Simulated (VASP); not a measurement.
The system is AlN.

```
CELL_PARAMETERS angstrom
2.70253 0.00000 0.00000
-1.35127 2.34046 0.00000
0.00000 0.00000 4.40513
ATOMIC_POSITIONS crystal
Al 0.00000 0.00000 0.00000
Al 0.00000 0.00000 0.50000
N 0.33333 0.66667 0.25000
N 0.66667 0.33333 0.75000
```

- Program: VASP 6.6.1
- Task: relaxation of cell and atoms
- Functional: PBE
- Potentials or basis: VASP PAW PBE potentials, release 64 (Al, N)
- Cutoff: 600 eV
- k mesh: 12 × 12 × 6
- Occupations: fermi-dirac, width 0.02 eV
- Spin: no spin polarisation

At the start: pressure 80.7 GPa; volume 6.97 Å³/atom.

Problem. Where does the relaxation end?

Solution. Over 9 steps the energy falls by 391.8 meV/atom and the volume is 8.61 Å³/atom (+23.6 %); space group P6_3/mmc (No. 194, to 0.05 Å).

Step by step:
| step | energy change (eV) | largest force (eV/Å) | pressure (GPa) | volume (Å³) |
| --- | --- | --- | --- | --- |
| 1 | 0.0000 | 0.0000 | 80.71 | 27.86 |
| 2 | 0.1951 | 0.0000 | -37.71 | 44.33 |
| 3 | -1.5574 | 0.0000 | -2.17 | 34.72 |
| 4 | -1.5627 | 0.0000 | 0.43 | 34.35 |
| 5 | -1.5628 | 0.0000 | 1.44 | 34.21 |
| 6 | -1.5646 | 0.0000 | -0.30 | 34.51 |
| 7 | -1.5670 | 0.0000 | 0.44 | 34.38 |
| 8 | -1.5670 | 0.0000 | -0.29 | 34.48 |
| 9 | -1.5670 | 0.0000 | 0.01 | 34.44 |

Final structure:
```cif
data_structure
_symmetry_space_group_name_H-M 'P 1'
_symmetry_Int_Tables_number 1
_cell_length_a 2.8546
_cell_length_b 2.8546
_cell_length_c 4.8804
_cell_angle_alpha 90.000
_cell_angle_beta 90.000
_cell_angle_gamma 120.000
_cell_volume 34.44
loop_
_atom_site_label
_atom_site_type_symbol
_atom_site_fract_x
_atom_site_fract_y
_atom_site_fract_z
_atom_site_occupancy
Al1 Al 0.00000 0.00000 0.00000 1
Al2 Al 0.00000 0.00000 0.50000 1
N1 N 0.33333 0.66667 0.25000 1
N2 N 0.66667 0.33333 0.75000 1
```

Caveat: the volume moved by over 15 % at a fixed basis, so the end points are rough.
